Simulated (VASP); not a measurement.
Write the native input for VASP 6.6.1 that does the following.

- Task: single point
- Functional: LDA
- Potentials or basis: VASP PAW LDA potentials, release 64 (Al, N)
- Cutoff: 600 eV
- k mesh: 12 × 12 × 6
- Occupations: fermi-dirac, width 0.2 eV
- Spin: no spin polarisation
- Dipole correction: no
- Further INCAR settings: ALGO = Normal; EDIFF = 1e-06; NBANDS = 16

The structure of AlN lies in POSCAR:

```
AlN
1.0
    3.0347602529      0.0000000000      0.0000000000
   -1.5173801265      2.6281794734      0.0000000000
    0.0000000000      0.0000000000      4.9879671972
Al N
2 2
Direct
    0.3333333333      0.6666666667      0.7500000000
    0.6666666667      0.3333333333      0.2500000000
    0.3333333333      0.6666666667      0.2500000000
    0.6666666667      0.3333333333      0.7500000000
```

This cell differs from its parent crystal: ratio of the length along z to the lengths across it x 1.3, volume and fractional coordinates fixed.

One way to write it, as run:

INCAR

```
SYSTEM = AlN
PREC = Accurate
ENCUT = 600
EDIFF = 1E-6
ISMEAR = -1
SIGMA = 0.2
LREAL = .FALSE.
LASPH = .TRUE.
NELM = 120
ALGO = Normal
ISIF = 2
LWAVE = .FALSE.
LCHARG = .FALSE.
GGA = CA
NBANDS = 16
GGA_COMPAT = .FALSE.
```

KPOINTS

```
Automatic mesh
0
G
  12 12 6
  0 0 0
```

Potentials or basis: VASP PAW LDA potentials, release 64 (Al, N).

Run with:

```console
$ cat potpaw_LDA.64/Al/POTCAR potpaw_LDA.64/N/POTCAR > POTCAR
$ mpirun -np 1 vasp_std > vasp.out
```

It gave:

```json
{
 "Pressure": "20.9 GPa",
 "Band gap on the k mesh": "3.16 eV, direct"
}
```

Wall time 50 s on 1 thread of Intel Xeon 8259CL, on a shared host, peak memory 0.17 GiB.
